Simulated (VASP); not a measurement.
# In3As in VASP: a series of runs, part 2 of 2

VASP 6.6.1. Earlier steps stand in the parts before.

### 5 Single point, PBE

This run uses another cell than the first one, of 24.98 Å³/atom.

INCAR

```
ALGO = Normal
EDIFF = 1E-6
ENCUT = 520
GGA = PE
ISIF = 2
ISMEAR = -1
LASPH = T
LCHARG = T
LELF = T
LREAL = F
LVHAR = T
LWAVE = F
NBANDS = 30
NELM = 80
PREC = Accurate
SIGMA = 0.05
```

KPOINTS

```
k-points
0
Gamma
  5 5 5
```

POSCAR

```
In3As
1.0
    4.6249641900      0.0000000000      0.0000000000
    0.0000000000      4.6249641900      0.0000000000
    0.0000000000      0.0000000000      4.6716810000
In As
3 1
Direct
    0.5000000000      0.5000000000      0.0000000000
    0.5000000000      0.0000000000      0.5000000000
    0.0000000000      0.5000000000      0.5000000000
    0.0000000000      0.0000000000      0.0000000000
```

Potentials or basis: VASP PAW PBE potentials, release 64 (In_d, As).

Command:

```bash
$ cat potpaw_PBE.64/In_d/POTCAR potpaw_PBE.64/As/POTCAR > POTCAR
$ mpirun -np 1 vasp_std > vasp.out
```

OUTCAR:

```text
EDIFF = 1E-6
   ENCUT = 520
   GGA = PE
   ISIF = 2
   ISMEAR = -1
   LASPH = T
   LREAL = F
   NELM = 80
   PREC = Accurate

 ion  position               nearest neighbor table
   1  0.500  0.500  0.000-   4 3.27   4 3.27   4 3.27   4 3.27   3 3.29   2 3.29   3 3.29   2 3.29
                             3 3.29   2 3.29   3 3.29   2 3.29
   2  0.500  0.000  0.500-   3 3.27   3 3.27   3 3.27   3 3.27   4 3.29   1 3.29   1 3.29   1 3.29
                             4 3.29   4 3.29   4 3.29   1 3.29
[... 791 lines left out ...]
  --------------------------------------------------------------------------------------
  -------------------------------------------------------------------------------------
  Total        1.1323910      1.1323910      1.2071915      0.0000000     -0.0000000      0.0000000
  in kB       18.1558706     18.1558706     19.3551629      0.0000000     -0.0000000      0.0000000
  external PRESSURE =      18.5556347 kB  Pullay stress =       0.0000000 kB

 VOLUME and BASIS-vectors are now :
 -----------------------------------------------------------------------------
  energy-cutoff  :      520.00
  volume of cell :       99.93
      direct lattice vectors                 reciprocal lattice vectors
     4.624964190  0.000000000  0.000000000     0.216217890  0.000000000  0.000000000
     0.000000000  4.624964190  0.000000000     0.000000000  0.216217890  0.000000000
     0.000000000  0.000000000  4.671681000     0.000000000  0.000000000  0.214055711

 POSITION                                       TOTAL-FORCE (eV/Angst)
 -----------------------------------------------------------------------------------
      2.31248      2.31248      0.00000         0.000000      0.000000      0.000000
      2.31248      0.00000      2.33584         0.000000      0.000000      0.000000
      0.00000      2.31248      2.33584         0.000000      0.000000      0.000000
      0.00000      0.00000      0.00000         0.000000      0.000000      0.000000
 -----------------------------------------------------------------------------------
    total drift:                                0.000000      0.000000      0.000000

  FREE ENERGIE OF THE ION-ELECTRON SYSTEM (eV)
  ---------------------------------------------------
  free  energy   TOTEN  =       -11.9269827456 eV

  energy  without entropy=      -11.8972804502  energy(sigma->0) =      -11.91213160
```

OSZICAR:

```text
N       E                     dE             d eps       ncg     rms          rms(c)
DAV:   1     0.400221438320E+03    0.40022E+03   -0.21415E+04  1080   0.193E+03
DAV:   2     0.269909553410E+02   -0.37323E+03   -0.36558E+03  1080   0.449E+02
DAV:   3    -0.105959695707E+02   -0.37587E+02   -0.36587E+02  1332   0.160E+02
DAV:   4    -0.121311933541E+02   -0.15352E+01   -0.15310E+01  1244   0.333E+01
DAV:   5    -0.122000815613E+02   -0.68888E-01   -0.68882E-01  1572   0.601E+00    0.440E+00
DAV:   6    -0.119370900975E+02    0.26299E+00   -0.90967E-01  1456   0.716E+00    0.246E+00
DAV:   7    -0.119317314563E+02    0.53586E-02   -0.92206E-02  1320   0.177E+00    0.986E-01
DAV:   8    -0.119275035040E+02    0.42280E-02   -0.79894E-03  1470   0.556E-01    0.217E-01
DAV:   9    -0.119270242723E+02    0.47923E-03   -0.26584E-03  1428   0.300E-01    0.806E-02
DAV:  10    -0.119269832281E+02    0.41044E-04   -0.54196E-04  1464   0.202E-01    0.228E-02
DAV:  11    -0.119269841001E+02   -0.87197E-06   -0.76331E-05  1382   0.605E-02    0.966E-03
DAV:  12    -0.119269824149E+02    0.16852E-05   -0.72645E-06  1120   0.146E-02    0.279E-03
DAV:  13    -0.119269827456E+02   -0.33064E-06   -0.69288E-07   782   0.731E-03
   1 F= -.11926983E+02 E0= -.11912132E+02  d E =-.297023E-01
```

Wall time 86 s (1 thread of Intel Xeon 8259CL, shared host); peak memory 0.22 GiB.

What came out:

```
Free energy            : -11.9270 eV
Pressure               : 1.9 GPa
Band gap on the k mesh : zero (bands 22 and 23 overlap by 2.27 eV)
```

Levels at points of the mesh, in eV from the Fermi level:
```csv
k point,band 19,band 20,band 21,band 22,band 23,band 24,band 25,band 26
"(0.00, 0.00, 0.00)",-3.04,-3.04,-2.09,-1.97,1.95,1.97,1.97,4.43
```

Caveat: spin-orbit coupling is left out, which moves the levels of the heavy elements.

### 6 Single point, PBE

This run uses another cell than the first one, of 26.00 Å³/atom.

INCAR

```
SYSTEM = In3As
PREC = Accurate
ENCUT = 520
EDIFF = 1E-6
ISMEAR = -1
SIGMA = 0.05
LREAL = .FALSE.
LASPH = .TRUE.
NELM = 60
ALGO = Normal
ISIF = 2
LWAVE = .FALSE.
LCHARG = .FALSE.
GGA = PE
NBANDS = 30
```

KPOINTS

```
Automatic mesh
0
G
  5 5 5
  0 0 0
```

Changes to POSCAR since step 5:

```diff
@@ -2,4 +2,4 @@
 1.0
-    4.6249641900      0.0000000000      0.0000000000
-    0.0000000000      4.6249641900      0.0000000000
+    4.7183978100      0.0000000000      0.0000000000
+    0.0000000000      4.7183978100      0.0000000000
     0.0000000000      0.0000000000      4.6716810000
```

Potentials or basis: VASP PAW PBE potentials, release 64 (In_d, As).

Command:

```bash
$ cat potpaw_PBE.64/In_d/POTCAR potpaw_PBE.64/As/POTCAR > POTCAR
$ mpirun -np 1 vasp_std > vasp.out
```

It took 77 s on 1 thread of Intel Xeon 8259CL, shared host; peak memory 0.22 GiB.

Results (log left out):

* Free energy: -11.9534 eV
* Pressure: 0.2 GPa
* Band gap on the k mesh: zero (bands 22 and 23 overlap by 2.18 eV)

Levels at points of the mesh, in eV from the Fermi level:
```
           k point  band 18  band 19  band 20  band 21  band 22  band 23  band 24  band 25  band 26  band 27
(0.00, 0.00, 0.00)    -2.91    -2.91    -2.83    -2.13    -2.01     1.94     1.94     1.96     4.37     4.37
```

Caveat: spin-orbit coupling is left out, which moves the levels of the heavy elements.

### 7 Overview

| cell | gap on the mesh (eV) | pressure (GPa) |
| --- | --- | --- |
| a = 4.672 Å, 4 atoms | none | 1.0 |
| a = 4.485, b = 4.485, c = 4.672 Å, 4 atoms | none | 5.0 |
| a = 4.578, b = 4.578, c = 4.672 Å, 4 atoms | none | 2.8 |
| a = 4.625, b = 4.625, c = 4.672 Å, 4 atoms | none | 1.9 |
| a = 4.718, b = 4.718, c = 4.672 Å, 4 atoms | none | 0.2 |

Alike in all rows: task single point; level PBE; potentials or basis VASP PAW PBE potentials, release 64 (In_d, As); no spin polarisation; k mesh 5 × 5 × 5; cutoff (eV) 520; smearing fermi-dirac 0.05 eV.

Caveats: spin-orbit coupling is left out, which moves the levels of the heavy elements; the cell stands under pressure (at least some runs).

Absolute energies hang on the potentials; compare differences alone.
